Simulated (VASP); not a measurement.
# MgO2 (R-3m) in VASP: notebook, part 2 of 2

VASP 6.6.1. Earlier steps stand in the parts before.

## Step 3: Single point, PBEsol (strain -0.030 along x and y, +0.030 along z)

INCAR reads:

```
PREC = Accurate ; ENCUT = 840
EDIFF = 1E-6 ; ISMEAR = 0
SIGMA = 0.05 ; LREAL = F
LASPH = T ; NELM = 120
ALGO = Normal ; ISIF = 2
LWAVE = F ; LCHARG = F
GGA = PS ; NBANDS = 18
GGA_COMPAT = F
```

KPOINTS reads:

```
regular mesh
0
Gamma
  12 12 12
```

POSCAR reads:

```
MgO2
1.0
    1.5566181855      0.8987139284      3.5987982411
   -1.5566181855      0.8987139284      3.5987982411
    0.0000000000     -1.7974278569      3.5987982411
Mg O
1 2
Direct
    0.0000000000      0.0000000000      0.0000000000
    0.4287860000      0.4287860000      0.4287860000
    0.5712140000      0.5712140000      0.5712140000
```

Potentials or basis: VASP PAW PBE potentials, release 64 (Mg_sv, O).

The run is started by

```console
cat potpaw_PBE.64/Mg_sv/POTCAR potpaw_PBE.64/O/POTCAR > POTCAR
mpirun -np 1 vasp_std > vasp.out
```

OUTCAR:

```text
PREC = Accurate
   ENCUT = 840
   EDIFF = 1E-6
   ISMEAR = 0
   LREAL = F
   LASPH = T
   NELM = 120
   ISIF = 2
   GGA = PS

 ion  position               nearest neighbor table
   1  0.000  0.000  0.000-   3 2.07   2 2.07   3 2.07   3 2.07   2 2.07   2 2.07
   2  0.429  0.429  0.429-   3 1.54   1 2.07   1 2.07   1 2.07
   3  0.571  0.571  0.571-   2 1.54   1 2.07   1 2.07   1 2.07

  LATTYP: Found a trigonal (rhomboedric) cell.
 ALAT       =     4.0226975627
 COS(alpha) =     0.7005257881

  Lattice vectors:

 A1 = (   1.5566181855,   0.8987139284,   3.5987982411)
 A2 = (  -1.5566181855,   0.8987139284,   3.5987982411)
 A3 = (   0.0000000000,  -1.7974278569,   3.5987982411)

Analysis of symmetry for initial positions (statically):
=====================================================================
 Subroutine PRICEL returns:
 Original cell was already a primitive cell.

 Routine SETGRP: Setting up the symmetry group for a
 trigonal (rhombohedral) supercell.

 Subroutine GETGRP returns: Found 12 space group operations
 (whereof 12 operations were pure point group operations)
 out of a pool of 12 trial point group operations.

The static configuration has the point symmetry D_3d.

Analysis of symmetry for dynamics (positions and initial velocities):
=====================================================================
 Subroutine PRICEL returns:
 Original cell was already a primitive cell.

 Routine SETGRP: Setting up the symmetry group for a
 trigonal (rhombohedral) supercell.

 Subroutine GETGRP returns: Found 12 space group operations
 (whereof 12 operations were pure point group operations)
 out of a pool of 12 trial point group operations.

The dynamic configuration has the point symmetry D_3d.

 Subroutine INISYM returns: Found 12 space group operations
 (whereof 12 operations are pure point group operations),
 and found     1 'primitive' translations

----------------------------------------------------------------------------------------

                                     Primitive cell

  volume of cell :      30.2073

  direct lattice vectors                    reciprocal lattice vectors
     1.556618186  0.898713928  3.598798241     0.321209147  0.185450188  0.092623512
    -1.556618186  0.898713928  3.598798241    -0.321209147  0.185450188  0.092623512
     0.000000000 -1.797427857  3.598798241     0.000000000 -0.370900375  0.092623512

  length of vectors
     4.022697563  4.022697563  4.022697563     0.382290732  0.382290732  0.382290732

  position of ions in fractional coordinates (direct lattice)
     0.000000000  0.000000000  0.000000000
     0.428786000  0.428786000  0.428786000
     0.571214000  0.571214000  0.571214000

  ion indices of the primitive-cell ions
   primitive index   ion index
                 1           1
                 2           2
                 3           3

----------------------------------------------------------------------------------------

 KPOINTS: regular mesh

Automatic generation of k-mesh.
 Grid dimensions read from file:
 generate k-points for:   12   12   12

 Generating k-lattice:

  Cartesian coordinates                     Fractional coordinates (reciprocal lattice)
     0.026767429  0.015454182  0.007718626     0.083333333  0.000000000 -0.000000000
    -0.026767429  0.015454182  0.007718626     0.000000000  0.083333333 -0.000000000
     0.000000000 -0.030908365  0.007718626     0.000000000  0.000000000  0.083333333

  Length of vectors
     0.031857561  0.031857561  0.031857561

  Shift w.r.t. Gamma in fractional coordinates (k-lattice)
     0.000000000  0.000000000  0.000000000

 Subroutine IBZKPT returns following result:
 ===========================================

 Found    189 irreducible k-points:

 Following reciprocal coordinates:
            Coordinates               Weight
  0.000000  0.000000  0.000000      1.000000
  0.083333  0.000000 -0.000000      6.000000
  0.166667  0.000000  0.000000      6.000000
  0.250000  0.000000 -0.000000      6.000000
  0.333333  0.000000  0.000000      6.000000
  0.416667  0.000000 -0.000000      6.000000
[... 16 lines left out ...]
  0.500000  0.166667 -0.000000     12.000000
 -0.416667  0.166667  0.000000     12.000000
 [... further k-points ...]
   k-points           NKPTS =    189   k-points in BZ     NKDIM =    189   number of bands    NBANDS=     18
   number of dos      NEDOS =    301   number of ions     NIONS =      3
   total plane-waves  NPLWV =  64000
   dimension x,y,z NGX =    40 NGY =   40 NGZ =   40
   dimension x,y,z NGXF=    80 NGYF=   80 NGZF=   80
   ions per type =               1   2
   NGX,Y,Z   is equivalent  to a cutoff of  16.53, 16.53, 16.53 a.u.
   NGXF,Y,Z  is equivalent  to a cutoff of  33.06, 33.06, 33.06 a.u.
 SYSTEM =  unknown system
   PREC   = accura    normal or accurate (medium, high low for compatibility)
   ISTART =      0    job   : 0-new  1-cont  2-samecut
   ICHARG =      2    charge: 1-file 2-atom 10-const
   ISPIN  =      1    spin polarized calculation?
   LNONCOLLINEAR =      F non collinear calculations
   LSORBIT =      F    spin-orbit coupling
   LASPH  =      T    aspherical Exc in radial PAW
   ENCUT  =  840.0 eV  61.74 Ry    7.86 a.u.   9.51  9.51  9.51*2*pi/ulx,y,z
   NELM   =    120;   NELMIN=  2; NELMDL= -5     # of ELM steps
   EDIFF  = 0.1E-05   stopping-criterion for ELM
   LREAL  =      F    real-space projection
   EDIFFG = 0.1E-04   stopping-criterion for IOM
   NSW    =      0    number of steps for IOM
   IBRION =     -1    ionic relax: 0-MD 1-quasi-New 2-CG
   NFREE  =      0    steps in history (QN), initial steepest desc. (CG)
   ISIF   =      2    stress and relaxation
   ISYM   =      2    0-nonsym 1-usesym 2-fastsym
   POTIM  = 0.5000    time-step for ionic-motion
   TEBEG  =    0.0;   TEEND  =   0.0 temperature during run
   PSTRESS=    0.0 pullay stress
   NELECT =      22.0000    total number of electrons
   NUPDOWN=      -1.0000    fix difference up-down
   EMIN   =  10.00;   EMAX   =-10.00  energy-range for DOS
   EFERMI =   0.00;   METHOD = LEGACY
   ISMEAR =     0;   SIGMA  =   0.05  broadening in eV -4-tet -1-fermi 0-gaus
   EFERMI_NEDOS =   21; number of points for ismear=-14 and -15
   IALGO  =     38    algorithm
   IMIX   =      4    mixing-type and parameters
     AMIX     =   0.40;   BMIX     =  1.00
     AMIX_MAG =   1.60;   BMIX_MAG =  1.00
  volume/ion in A,a.u.               =      10.07        67.95
  Fermi-wavevector in a.u.,A,eV,Ry     =   1.472917  2.783410 29.517630  2.169485
  Thomas-Fermi vector in A             =   2.587873
   LORBIT       =      0    0 simple, 1 ext, 2 COOP (PROOUT), +10 PAW based schemes
   GGA     = PS    functional components
   LHFCALC =     F    Hartree Fock is set to
   AEXX    =    0.0000 exact exchange contribution
   IVDW    =     0    specifies the selected vdW correction
   LEPSILON=     F    determine dielectric tensor
   LRPA    =     F    only Hartree local field effects (RPA)
 non-spin polarized calculation
 Gauss-broadening in eV      SIGMA  =   0.05
  energy-cutoff  :      840.00
  volume of cell :       30.21
 maximum number of plane-waves:      1703
 NGX is ok and might be reduce to    40
   NGX = 19   NGY = 19   NGZ = 19

 number of electron      22.0000005 magnetization

 Free energy of the ion-electron system (eV)
  ---------------------------------------------------
  ext. energy  EPLUGINS =         0.00000000
  ---------------------------------------------------
  free energy    TOTEN  =       -17.10687605 eV

  energy without entropy =      -17.10687605  energy(sigma->0) =      -17.10687605

 E-fermi :   2.8888     XC(G=0): -10.8115

 val. band max:        2.4115017814   @ k =   0.5000   0.5000   0.5000
 cond. band min:       3.9274585091   @ k =   0.5000   0.5000   0.5000
 fundamental gap:      1.5159567277
 Fermi energy:         2.8887580104

 k-point     1 :       0.0000    0.0000    0.0000
  band No.  band energies     occupation
      1     -70.3681      2.00000
      2     -37.3166      2.00000
      3     -37.3166      2.00000
      4     -37.3159      2.00000
      5     -18.4128      2.00000
      6     -12.3346      2.00000
[... 10 lines left out ...]
     17      17.9673      0.00000
     18      19.8005      0.00000
[... 466 lines left out ...]
      2     -37.3606      2.00000
      3     -37.3344      2.00000
      4     -37.3080      2.00000
      5     -17.7327      2.00000
      6     -12.6004      2.00000
[... 10 lines left out ...]
     17      16.9094      0.00000
     18      20.3246      0.00000

 [... further k-points ...]

------------------------ aborting loop because EDIFF is reached ----------------------------------------

  FORCE on cell =-STRESS in cart. coord.  units (eV):
  Direction    XX          YY          ZZ          XY          YZ          ZX
  --------------------------------------------------------------------------------------
  -------------------------------------------------------------------------------------
  Total        0.8737271      0.8737271     -3.6380058      0.0000000      0.0000000      0.0000000
  in kB       46.3419242     46.3419242   -192.9574923      0.0000000      0.0000000      0.0000000
  external PRESSURE =     -33.4245480 kB  Pullay stress =       0.0000000 kB

 VOLUME and BASIS-vectors are now :
 -----------------------------------------------------------------------------
  energy-cutoff  :      840.00
  volume of cell :       30.21
      direct lattice vectors                 reciprocal lattice vectors
     1.556618186  0.898713928  3.598798241     0.321209147  0.185450188  0.092623512
    -1.556618186  0.898713928  3.598798241    -0.321209147  0.185450188  0.092623512
     0.000000000 -1.797427857  3.598798241     0.000000000 -0.370900375  0.092623512

 POSITION                                       TOTAL-FORCE (eV/Angst)
 -----------------------------------------------------------------------------------
      0.00000      0.00000      0.00000         0.000000      0.000000     -0.000000
      0.00000     -0.00000      4.62934         0.000000     -0.000000      1.208335
      0.00000     -0.00000      6.16705         0.000000      0.000000     -1.208335
 -----------------------------------------------------------------------------------
    total drift:                                0.000000     -0.000000      0.000000

  FREE ENERGIE OF THE ION-ELECTRON SYSTEM (eV)
  ---------------------------------------------------
  free  energy   TOTEN  =       -17.1068760479 eV

  energy  without entropy=      -17.1068760479  energy(sigma->0) =      -17.10687605
```

OSZICAR:

```text
N       E                     dE             d eps       ncg     rms          rms(c)
DAV:   1     0.224811036221E+03    0.22481E+03   -0.18207E+04  6804   0.192E+03
DAV:   2    -0.826187056782E+01   -0.23307E+03   -0.22705E+03  8256   0.452E+02
DAV:   3    -0.181303976741E+02   -0.98685E+01   -0.98170E+01  9066   0.905E+01
DAV:   4    -0.183199024036E+02   -0.18950E+00   -0.18930E+00  8264   0.119E+01
DAV:   5    -0.183239742770E+02   -0.40719E-02   -0.40717E-02  7996   0.136E+00    0.918E+00
DAV:   6    -0.172470314822E+02    0.10769E+01   -0.20124E+00  7314   0.101E+01    0.421E+00
DAV:   7    -0.171178259719E+02    0.12921E+00   -0.23970E-01  8594   0.392E+00    0.173E+00
DAV:   8    -0.171063933637E+02    0.11433E-01   -0.46982E-02  7150   0.192E+00    0.231E-01
DAV:   9    -0.171067977029E+02   -0.40434E-03   -0.59495E-03  8902   0.543E-01    0.101E-01
DAV:  10    -0.171068401807E+02   -0.42478E-04   -0.61950E-04  7182   0.202E-01    0.311E-02
DAV:  11    -0.171068734013E+02   -0.33221E-04   -0.60035E-05  7382   0.598E-02    0.711E-03
DAV:  12    -0.171068757214E+02   -0.23200E-05   -0.39723E-06  8708   0.147E-02    0.219E-03
DAV:  13    -0.171068760479E+02   -0.32651E-06   -0.39293E-07  5774   0.516E-03
   1 F= -.17106876E+02 E0= -.17106876E+02  d E =-.888544E-44
```

It took 3.6 min on 1 thread of AMD EPYC 7R13 (Zen 3), shared host; peak memory 0.33 GiB.

Results:

```yaml
Free_energy: -17.1069 eV
Pressure: -3.3 GPa
Largest_force: 1.208 eV/Å
Band_gap_on_the_k_mesh: 1.52 eV
```

Forces in eV/Å, atoms in the order of the input:
```
Mg   0.000  0.000  0.000
O    0.000  0.000  1.208
O    0.000  0.000 -1.208
```

Caveat: the cell differs from its parent crystal (strain -0.030 along x and y, +0.030 along z); the stress differs along the axes, from -19 to 5 GPa; the PAW data sets were made with another functional, which shifts forces and pressure a little. A k mesh can miss the band edges.
